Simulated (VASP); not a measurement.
Input of a VASP 6.6.1 run:

INCAR

```
PREC = Accurate
ENCUT = 520
EDIFF = 1E-7
ISMEAR = 0
SIGMA = 0.15
LREAL = False
LASPH = True
NELM = 60
ALGO = Fast
ISIF = 2
LWAVE = False
LCHARG = False
GGA = PE
NBANDS = 14
```

File KPOINTS:

```
Automatic mesh
0
Gamma
  20 20 20
```

The input POSCAR:

```
Rh
1.0
   -0.2872578633      1.8384503252      1.9150524221
    1.8384503252     -0.2872578633      1.9150524221
    1.5511924619      1.5511924619      0.0000000000
Rh
1
Direct
    0.0000000000      0.0000000000      0.0000000000
```

Potentials or basis: VASP PAW PBE potentials, release 64 (Rh_pv).

The run is started by

```console
$ cat potpaw_PBE.64/Rh_pv/POTCAR > POTCAR
$ mpirun -np 1 vasp_std > vasp.out
```

(1) Predict the pressure.

## Answers

(1) 75.6 GPa.
